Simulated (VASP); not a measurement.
## MnSi (rocksalt type): electric field gradients with PBE

The system is MnSi (rocksalt type).

```
CELL_PARAMETERS angstrom
0.00000 2.45437 2.45437
2.45437 0.00000 2.45437
2.45437 2.45437 0.00000
ATOMIC_POSITIONS crystal
Mn 0.00000 0.00000 0.00000
Si 0.50000 0.50000 0.50000
```

| Property | Result |
| --- | --- |
| Program | VASP 6.6.1 |
| Task | electric field gradients |
| Functional | PBE |
| Potentials or basis | VASP PAW PBE potentials, release 64 (Mn_pv, Si) |
| Cutoff | 520 eV |
| k mesh | 15 × 15 × 15 |
| Occupations | fermi-dirac, width 0.05 eV |
| Spin | collinear spin, ferromagnetic start |
| Starting moments | [4.0, 0.0] μB |
| Dipole correction | no |
| Further INCAR settings | ALGO = Normal; EDIFF = 1e-08; NBANDS = 20 |

```json
{
  "Pressure": "-3.2 GPa",
  "Net moment": "2.63 μB per cell",
  "Site moments": "Mn +2.73; Si -0.12 μB",
  "Largest electric field gradient by atom": "under 0.05 V/Å² on every atom",
  "Valence electrons inside the program's atomic spheres": "Mn 11.72; Si 1.67"
}
```

Levels at points of the mesh, in eV from the Fermi level:
Spin up:
```csv
k point,band 8,band 9,band 10,band 11,band 12,band 13
"(0.00, 0.00, 0.00)",-2.22,-2.22,3.52,3.52,3.52,9.94
```
Spin down:
```csv
k point,band 5,band 6,band 7,band 8,band 9,band 10
"(0.00, 0.00, 0.00)",-0.46,-0.46,-0.22,-0.22,-0.22,3.39
```

It took 100 s on 1 thread of Intel(R) Xeon(R) Platinum 8488C (Sapphire Rapids) (shared host), peak memory 0.24 GiB.

Caveat: the cell stands under tension.
